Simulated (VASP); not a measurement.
Here is a VASP 6.6.1 calculation.

File INCAR:

```
SYSTEM = Bi
PREC = Accurate
ENCUT = 520
EDIFF = 1E-7
ISMEAR = -1
SIGMA = 0.05
LREAL = .False.
LASPH = .True.
NELM = 150
ALGO = Normal
ISIF = 2
LWAVE = .False.
LCHARG = .False.
MAGMOM = 0 0 0
LORBIT = 11
LSORBIT = .True.
GGA_COMPAT = .False.
LORBMOM = .True.
GGA = PE
NBANDS = 26
```

Contents of KPOINTS:

```
Automatic mesh
0
Gamma
  15 15 15
  0 0 0
```

POSCAR

```
Bi
1.0
   -2.0135965906      2.0135965906      2.0135965906
    2.0135965906     -2.0135965906      2.0135965906
    2.0135965906      2.0135965906     -2.0135965906
Bi
1
Direct
    0.0000000000      0.0000000000      0.0000000000
```

Potentials or basis: VASP PAW PBE potentials, release 64 (Bi_d).

Run with:

```bash
$ cat potpaw_PBE.64/Bi_d/POTCAR > POTCAR
$ mpirun -np 1 vasp_ncl > vasp.out
```

(1) Estimate the net moment.

(2) Estimate the pressure.

## Answers

(1) 0.00 μB per cell.

(2) -0.3 GPa.
